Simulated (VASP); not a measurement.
# PbF2 (Pnma) in VASP: relaxation of cell and atoms with PBEsol

Aim: the relaxation of cell and atoms of PbF2 with PBEsol.

Everything below comes from runs of VASP 6.6.1. Logs are shortened: lines on timing, memory, paths and dates and some standing lists are left out, and cuts for length are marked.

### 1 The cell of the first run

Symmetry: Pnma, No. 62, orthorhombic system. Conventional cell: a = 6.427 Å, b = 3.891 Å, c = 7.636 Å, α = 90.00°, β = 90.00°, γ = 90.00°. Pb (site symmetry m) has 9 F at 2.48 to 2.84 Å within 3.3 Å. F (site symmetry m) has 4 Pb at 2.48 to 2.51 Å and 7 F at 2.88 to 3.10 Å within 3.3 Å. Within 3.4 Å of F (site symmetry m) lie 5 Pb at 2.57 to 2.84 Å and 8 F at 2.88 to 3.36 Å.

### 2 Relaxation of cell and atoms, PBEsol

INCAR reads:

```
SYSTEM = PbF2
  PREC = Accurate
  ENCUT = 600
  EDIFF = 1E-7
  ISMEAR = 0
  SIGMA = 0.02
  LREAL = .FALSE.
  LASPH = .TRUE.
  NELM = 120
  ALGO = Normal
  ISIF = 3
  LWAVE = .FALSE.
  LCHARG = .FALSE.
  GGA = PS
  IBRION = 2
  NSW = 100
  EDIFFG = -0.005
  GGA_COMPAT = .FALSE.
  NELMIN = 4
  KPAR = 4
```

KPOINTS reads:

```
Automatic mesh
0
G
  4 6 4
  0 0 0
```

POSCAR reads:

```
PbF2
1.0
    6.4268900000      0.0000000000      0.0000000000
    0.0000000000      3.8909800000      0.0000000000
    0.0000000000      0.0000000000      7.6357400000
Pb F
4 8
Direct
    0.7560000000      0.7500000000      0.1030000000
    0.2440000000      0.2500000000      0.8970000000
    0.7440000000      0.2500000000      0.6030000000
    0.2560000000      0.7500000000      0.3970000000
    0.1420000000      0.7500000000      0.0850000000
    0.8580000000      0.2500000000      0.9150000000
    0.3580000000      0.2500000000      0.5850000000
    0.6420000000      0.7500000000      0.4150000000
    0.5510000000      0.7500000000      0.8140000000
    0.4490000000      0.2500000000      0.1860000000
    0.9490000000      0.2500000000      0.3140000000
    0.0510000000      0.7500000000      0.6860000000
```

Potentials or basis: VASP PAW PBE potentials, release 64 (Pb_d, F).

The run is started by

```
$ cat potpaw_PBE.64/Pb_d/POTCAR potpaw_PBE.64/F/POTCAR > POTCAR
$ mpirun -np 4 vasp_std > vasp.out
```

OUTCAR:

```text
SYSTEM = PbF2
   PREC = Accurate
   ENCUT = 600
   EDIFF = 1E-7
   ISMEAR = 0
   LREAL = .FALSE.
   LASPH = .TRUE.
   NELM = 120
   ISIF = 3
   GGA = PS
   IBRION = 2
   NSW = 100
   EDIFFG = -0.005
   NELMIN = 4

 ion  position               nearest neighbor table
   1  0.756  0.750  0.103-   5 2.48   8 2.49   6 2.51   6 2.51   9 2.57  11 2.81  11 2.81  10 2.84
                            10 2.84   4 3.92   4 3.92   2 4.01   2 4.01   2 4.13   2 4.13
   2  0.244  0.250  0.897-   6 2.48   7 2.49   5 2.51   5 2.51  10 2.57  12 2.81  12 2.81   9 2.84
                             9 2.84   3 3.92   3 3.92   1 4.01   1 4.01   1 4.13   1 4.13
   3  0.744  0.250  0.603-   7 2.48   6 2.49   8 2.51   8 2.51  11 2.57   9 2.81   9 2.81  12 2.84
                            12 2.84   2 3.92   2 3.92   4 4.01   4 4.01   4 4.13   4 4.13
   4  0.256  0.750  0.397-   8 2.48   5 2.49   7 2.51   7 2.51  12 2.57  10 2.81  10 2.81  11 2.84
                            11 2.84   1 3.92   1 3.92   3 4.01   3 4.01   3 4.13   3 4.13
   5  0.142  0.750  0.085-   1 2.48   4 2.49   2 2.51   2 2.51
   6  0.858  0.250  0.915-   2 2.48   3 2.49   1 2.51   1 2.51
   7  0.358  0.250  0.585-   3 2.48   2 2.49   4 2.51   4 2.51
   8  0.642  0.750  0.415-   4 2.48   1 2.49   3 2.51   3 2.51
   9  0.551  0.750  0.814-   1 2.57   3 2.81   3 2.81   2 2.84   2 2.84
  10  0.449  0.250  0.186-   2 2.57   4 2.81   4 2.81   1 2.84   1 2.84
  11  0.949  0.250  0.314-   3 2.57   1 2.81   1 2.81   4 2.84   4 2.84
  12  0.051  0.750  0.686-   4 2.57   2 2.81   2 2.81   3 2.84   3 2.84

  LATTYP: Found a simple orthorhombic cell.
 ALAT       =     3.8909800000
 B/A-ratio  =     1.6517406926
 C/A-ratio  =     1.9624207783

  Lattice vectors:

 A1 = (   0.0000000000,  -3.8909800000,   0.0000000000)
 A2 = (   6.4268900000,   0.0000000000,   0.0000000000)
 A3 = (   0.0000000000,   0.0000000000,   7.6357400000)

Analysis of symmetry for initial positions (statically):
=====================================================================
 Subroutine PRICEL returns:
 Original cell was already a primitive cell.

 Routine SETGRP: Setting up the symmetry group for a
 simple orthorhombic supercell.

 Subroutine GETGRP returns: Found  8 space group operations
 (whereof  2 operations were pure point group operations)
 out of a pool of  8 trial point group operations.

The static configuration has the point symmetry S_2 .
 The point group associated with its full space group is D_2h.

Analysis of symmetry for dynamics (positions and initial velocities):
=====================================================================
 Subroutine PRICEL returns:
 Original cell was already a primitive cell.

 Routine SETGRP: Setting up the symmetry group for a
 simple orthorhombic supercell.

 Subroutine GETGRP returns: Found  8 space group operations
 (whereof  2 operations were pure point group operations)
 out of a pool of  8 trial point group operations.

The dynamic configuration has the point symmetry S_2 .
 The point group associated with its full space group is D_2h.

 Subroutine INISYM returns: Found  8 space group operations
 (whereof  2 operations are pure point group operations),
 and found     1 'primitive' translations

----------------------------------------------------------------------------------------

                                     Primitive cell

  volume of cell :     190.9462

  direct lattice vectors                    reciprocal lattice vectors
     6.426890000  0.000000000  0.000000000     0.155596253  0.000000000  0.000000000
     0.000000000  3.890980000  0.000000000     0.000000000  0.257004662  0.000000000
     0.000000000  0.000000000  7.635740000     0.000000000  0.000000000  0.130963076

  length of vectors
     6.426890000  3.890980000  7.635740000     0.155596253  0.257004662  0.130963076

  position of ions in fractional coordinates (direct lattice)
     0.756000000  0.750000000  0.103000000
     0.244000000  0.250000000  0.897000000
     0.744000000  0.250000000  0.603000000
     0.256000000  0.750000000  0.397000000
     0.142000000  0.750000000  0.085000000
     0.858000000  0.250000000  0.915000000
     0.358000000  0.250000000  0.585000000
     0.642000000  0.750000000  0.415000000
     0.551000000  0.750000000  0.814000000
     0.449000000  0.250000000  0.186000000
     0.949000000  0.250000000  0.314000000
     0.051000000  0.750000000  0.686000000

  ion indices of the primitive-cell ions
   primitive index   ion index
                 1           1
                 2           2
                 3           3
                 4           4
                 5           5
                 6           6
                 7           7
                 8           8
                 9           9
                10          10
                11          11
                12          12

----------------------------------------------------------------------------------------

 KPOINTS: Automatic mesh

Automatic generation of k-mesh.
 Grid dimensions read from file:
 generate k-points for:    4    6    4

 Generating k-lattice:

  Cartesian coordinates                     Fractional coordinates (reciprocal lattice)
     0.038899063  0.000000000  0.000000000     0.250000000  0.000000000  0.000000000
     0.000000000  0.042834110  0.000000000     0.000000000  0.166666667  0.000000000
     0.000000000  0.000000000  0.032740769     0.000000000  0.000000000  0.250000000

  Length of vectors
     0.038899063  0.042834110  0.032740769

  Shift w.r.t. Gamma in fractional coordinates (k-lattice)
     0.000000000  0.000000000  0.000000000

 Subroutine IBZKPT returns following result:
 ===========================================

 Found     36 irreducible k-points:

 Following reciprocal coordinates:
            Coordinates               Weight
  0.000000  0.000000  0.000000      1.000000
  0.250000  0.000000  0.000000      2.000000
  0.500000  0.000000  0.000000      1.000000
  0.000000  0.166667  0.000000      2.000000
  0.250000  0.166667  0.000000      4.000000
  0.500000  0.166667  0.000000      2.000000
[... 16 lines left out ...]
  0.250000  0.500000  0.250000      4.000000
  0.500000  0.500000  0.250000      2.000000
 [... further k-points ...]
   k-points           NKPTS =     36   k-points in BZ     NKDIM =     36   number of bands    NBANDS=     67
   number of dos      NEDOS =    301   number of ions     NIONS =     12
   total plane-waves  NPLWV = 110592
   dimension x,y,z NGX =    54 NGY =   32 NGZ =   64
   dimension x,y,z NGXF=   108 NGYF=   64 NGZF=  128
   ions per type =               4   8
   NGX,Y,Z   is equivalent  to a cutoff of  13.97, 13.67, 13.93 a.u.
   NGXF,Y,Z  is equivalent  to a cutoff of  27.94, 27.34, 27.87 a.u.
 SYSTEM =  PbF2
   PREC   = accura    normal or accurate (medium, high low for compatibility)
   ISTART =      0    job   : 0-new  1-cont  2-samecut
   ICHARG =      2    charge: 1-file 2-atom 10-const
   ISPIN  =      1    spin polarized calculation?
   LNONCOLLINEAR =      F non collinear calculations
   LSORBIT =      F    spin-orbit coupling
   LASPH  =      T    aspherical Exc in radial PAW
   ENCUT  =  600.0 eV  44.10 Ry    6.64 a.u.  12.84  7.77 15.25*2*pi/ulx,y,z
   NELM   =    120;   NELMIN=  4; NELMDL= -5     # of ELM steps
   EDIFF  = 0.1E-06   stopping-criterion for ELM
   LREAL  =      F    real-space projection
   EDIFFG = -.5E-02   stopping-criterion for IOM
   NSW    =    100    number of steps for IOM
   IBRION =      2    ionic relax: 0-MD 1-quasi-New 2-CG
   NFREE  =      1    steps in history (QN), initial steepest desc. (CG)
   ISIF   =      3    stress and relaxation
   ISYM   =      2    0-nonsym 1-usesym 2-fastsym
   POTIM  = 0.5000    time-step for ionic-motion
   TEBEG  =    0.0;   TEEND  =   0.0 temperature during run
   PSTRESS=    0.0 pullay stress
   NELECT =     112.0000    total number of electrons
   NUPDOWN=      -1.0000    fix difference up-down
   EMIN   =  10.00;   EMAX   =-10.00  energy-range for DOS
   EFERMI =   0.00;   METHOD = LEGACY
   ISMEAR =     0;   SIGMA  =   0.02  broadening in eV -4-tet -1-fermi 0-gaus
   EFERMI_NEDOS =   21; number of points for ismear=-14 and -15
   IALGO  =     38    algorithm
   IMIX   =      4    mixing-type and parameters
     AMIX     =   0.40;   BMIX     =  1.00
     AMIX_MAG =   1.60;   BMIX_MAG =  1.00
  volume/ion in A,a.u.               =      15.91       107.38
  Fermi-wavevector in a.u.,A,eV,Ry     =   1.370389  2.589660 25.551276  1.877966
  Thomas-Fermi vector in A             =   2.496180
   LORBIT       =      0    0 simple, 1 ext, 2 COOP (PROOUT), +10 PAW based schemes
   GGA     = PS    functional components
   LHFCALC =     F    Hartree Fock is set to
   AEXX    =    0.0000 exact exchange contribution
   IVDW    =     0    specifies the selected vdW correction
   LEPSILON=     F    determine dielectric tensor
   LRPA    =     F    only Hartree local field effects (RPA)
 conjugate gradient relaxation of ions
 non-spin polarized calculation
 Gauss-broadening in eV      SIGMA  =   0.02
  energy-cutoff  :      600.00
  volume of cell :      190.95
 maximum number of plane-waves:      6412
 NGX is ok and might be reduce to    54
   NGX = 25   NGY = 15   NGZ = 31

--------------------------------------- Ionic step        1  -------------------------------------------

 number of electron     111.9999963 magnetization

 Free energy of the ion-electron system (eV)
  ---------------------------------------------------
  ext. energy  EPLUGINS =         0.00000000
  ---------------------------------------------------
  free energy    TOTEN  =       -59.23237885 eV

  energy without entropy =      -59.23237885  energy(sigma->0) =      -59.23237885

------------------------ aborting loop because EDIFF is reached ----------------------------------------

  FORCE on cell =-STRESS in cart. coord.  units (eV):
  Direction    XX          YY          ZZ          XY          YZ          ZX
  --------------------------------------------------------------------------------------
  -------------------------------------------------------------------------------------
  Total       -2.7755588     -3.1344811     -3.7130969      0.0000000      0.0000000      0.0000000
  in kB      -23.2889560    -26.3005751    -31.1555823      0.0000000      0.0000000      0.0000000
  external PRESSURE =     -26.9150378 kB  Pullay stress =       0.0000000 kB
[... 119 lines left out ...]
  FREE ENERGIE OF THE ION-ELECTRON SYSTEM (eV)
  ---------------------------------------------------
  free  energy   TOTEN  =       -59.3336720441 eV

  energy  without entropy=      -59.3336720441  energy(sigma->0) =      -59.33367204

[... ionic steps 4 to 27 ...]

--------------------------------------- Ionic step       28  -------------------------------------------

 number of electron     111.9999976 magnetization

------------------------ aborting loop because EDIFF is reached ----------------------------------------

  FORCE on cell =-STRESS in cart. coord.  units (eV):
  Direction    XX          YY          ZZ          XY          YZ          ZX
  --------------------------------------------------------------------------------------
  -------------------------------------------------------------------------------------
  Total       -0.0205516     -0.0155848      0.0602666     -0.0000000      0.0000000      0.0000000
  in kB       -0.1745897     -0.1323962      0.5119766     -0.0000000      0.0000000      0.0000000
  external PRESSURE =       0.0683302 kB  Pullay stress =       0.0000000 kB
[... 77 lines left out ...]
  energy  without entropy=      -59.6115214189  energy(sigma->0) =      -59.61152142

--------------------------------------- Ionic step       30  -------------------------------------------

 number of electron     111.9999978 magnetization

 Free energy of the ion-electron system (eV)
  ---------------------------------------------------
  ext. energy  EPLUGINS =         0.00000000
  ---------------------------------------------------
  free energy    TOTEN  =       -59.61156732 eV

  energy without entropy =      -59.61156732  energy(sigma->0) =      -59.61156732

 E-fermi :   2.8654     XC(G=0): -10.3634

 val. band max:        2.7443425719   @ k =   0.0000   0.3333   0.0000
 cond. band min:       6.9462454564   @ k =   0.0000   0.0000   0.0000
 fundamental gap:      4.2019028845
 Fermi energy:         2.8653980027

 k-point     1 :       0.0000    0.0000    0.0000
  band No.  band energies     occupation
      1     -18.6765      2.00000
      2     -18.5338      2.00000
      3     -18.2895      2.00000
      4     -18.2770      2.00000
      5     -18.0569      2.00000
      6     -18.0081      2.00000
[... 1669 lines left out ...]
     66      10.4289      0.00000
     67      10.4289      0.00000

 [... further k-points ...]
[... 5 lines left out ...]
  --------------------------------------------------------------------------------------
  -------------------------------------------------------------------------------------
  Total       -0.0399567     -0.0229090     -0.0287699     -0.0000000      0.0000000      0.0000000
  in kB       -0.3393767     -0.1945806     -0.2443602     -0.0000000      0.0000000      0.0000000
  external PRESSURE =      -0.2594392 kB  Pullay stress =       0.0000000 kB
[... 27 lines left out ...]
  FREE ENERGIE OF THE ION-ELECTRON SYSTEM (eV)
  ---------------------------------------------------
  free  energy   TOTEN  =       -59.6115673188 eV

  energy  without entropy=      -59.6115673188  energy(sigma->0) =      -59.61156732

 reached required accuracy - stopping structural energy minimisation
```

It took 45 min on 4 MPI ranks of Intel Xeon Platinum 8488C (Sapphire Rapids), shared host; peak memory 0.61 GiB.

What came out:

```
Free energy                            : -59.6116 eV
Relaxed volume                         : 15.72 Å³/atom
Relaxed cell                           : a = 6.396 Å, b = 3.857 Å, c = 7.647 Å, α = 90.00°, β = 90.00°, γ = 90.00°
Space group after relaxing (to 0.05 Å) : Pnma (No. 62)
Energy gained by relaxing              : 31.6 meV/atom
Ionic steps                            : 30
Pressure after relaxing                : 0.0 GPa
Largest force after relaxing           : 0.004 eV/Å
Band gap on the k mesh                 : 4.20 eV, indirect (least direct gap 4.45 eV)
```

Forces in eV/Å, atoms in the order of the input:
```
Pb  -0.002  0.000 -0.001
Pb   0.002  0.000  0.001
Pb   0.002  0.000 -0.001
Pb  -0.002  0.000  0.001
F    0.001  0.000  0.000
F   -0.001  0.000  0.000
F   -0.001  0.000  0.000
F    0.001  0.000  0.000
F    0.000  0.000 -0.004
F    0.000  0.000  0.004
F    0.000  0.000 -0.004
F    0.000  0.000  0.004
```

Step by step:
```csv
step,energy change (eV),largest force (eV/Å),pressure (GPa),volume (Å³)
1,0.0000,0.4382,-2.69,190.95
2,-0.0998,0.3795,0.45,183.65
3,-0.1013,0.3698,0.94,182.66
4,-0.1524,0.2842,0.82,182.78
5,-0.2464,0.2131,0.67,183.16
6,-0.1716,0.4073,1.18,183.92
7,-0.2604,0.2285,0.71,183.38
8,-0.2922,0.2323,-0.96,187.09
9,-0.2925,0.2326,-1.12,187.46
10,-0.3186,0.1794,-0.68,186.72
11,-0.3382,0.0925,0.18,185.35
12,-0.3489,0.0805,0.17,185.65
13,-0.3638,0.0610,0.18,186.52
14,-0.3639,0.0668,0.19,186.59
15,-0.3674,0.0507,-0.27,187.76
16,-0.3676,0.0520,-0.42,188.15
17,-0.3699,0.0442,-0.31,188.03
18,-0.3729,0.0531,-0.04,187.74
19,-0.3732,0.0669,0.07,187.62
20,-0.3744,0.0578,0.06,187.74
21,-0.3770,0.0312,0.01,188.11
22,-0.3774,0.0404,-0.08,188.85
23,-0.3780,0.0327,-0.05,188.54
24,-0.3785,0.0227,0.08,188.33
25,-0.3786,0.0182,0.18,188.15
26,-0.3789,0.0158,0.13,188.29
27,-0.3791,0.0121,0.05,188.50
28,-0.3791,0.0107,0.01,188.60
29,-0.3791,0.0089,0.00,188.61
30,-0.3792,0.0042,-0.03,188.63
```

Final structure:
```yaml
crystal:
  lattice:
    - [6.39591, 0.00000, 0.00000]
    - [0.00000, 3.85670, 0.00000]
    - [0.00000, 0.00000, 7.64716]
  atoms:
    - { symbol: Pb, position: [0.74390, 0.75000, 0.10519] }
    - { symbol: Pb, position: [0.25610, 0.25000, 0.89481] }
    - { symbol: Pb, position: [0.75610, 0.25000, 0.60519] }
    - { symbol: Pb, position: [0.24390, 0.75000, 0.39481] }
    - { symbol: F, position: [0.14079, 0.75000, 0.06712] }
    - { symbol: F, position: [0.85921, 0.25000, 0.93288] }
    - { symbol: F, position: [0.35921, 0.25000, 0.56712] }
    - { symbol: F, position: [0.64079, 0.75000, 0.43288] }
    - { symbol: F, position: [0.52398, 0.75000, 0.84732] }
    - { symbol: F, position: [0.47602, 0.25000, 0.15268] }
    - { symbol: F, position: [0.97602, 0.25000, 0.34732] }
    - { symbol: F, position: [0.02398, 0.75000, 0.65268] }
```

Levels at points of the mesh, in eV from the valence-band top:
```tsv
k point	band 53	band 54	band 55	band 56	band 57	band 58	band 59	band 60
(0.00, 0.00, 0.00)	-1.82	-0.40	-0.31	-0.25	4.20	4.77	5.58	5.61
(0.50, 0.00, 0.00)	-1.00	-1.00	-0.28	-0.28	4.30	4.30	5.34	5.34
(0.00, 0.50, 0.00)	-0.70	-0.70	-0.14	-0.14	4.76	4.76	5.52	5.52
(0.50, 0.50, 0.00)	-0.50	-0.50	-0.50	-0.50	4.80	4.80	4.80	4.80
(0.00, 0.00, 0.50)	-1.25	-1.25	-0.19	-0.19	4.82	4.82	5.81	5.81
(0.50, 0.00, 0.50)	-0.62	-0.62	-0.62	-0.62	4.64	4.64	4.85	4.85
(0.00, 0.50, 0.50)	-0.47	-0.47	-0.21	-0.21	4.32	4.32	5.94	5.94
(0.50, 0.50, 0.50)	-0.46	-0.46	-0.46	-0.46	4.71	4.71	4.71	4.71
```

Caveat: the PAW data sets were made with another functional, which shifts forces and pressure a little; spin-orbit coupling is left out, which moves the levels of the heavy elements. Expect the measured gap to be larger: semilocal functionals such as PBEsol lack the derivative discontinuity.
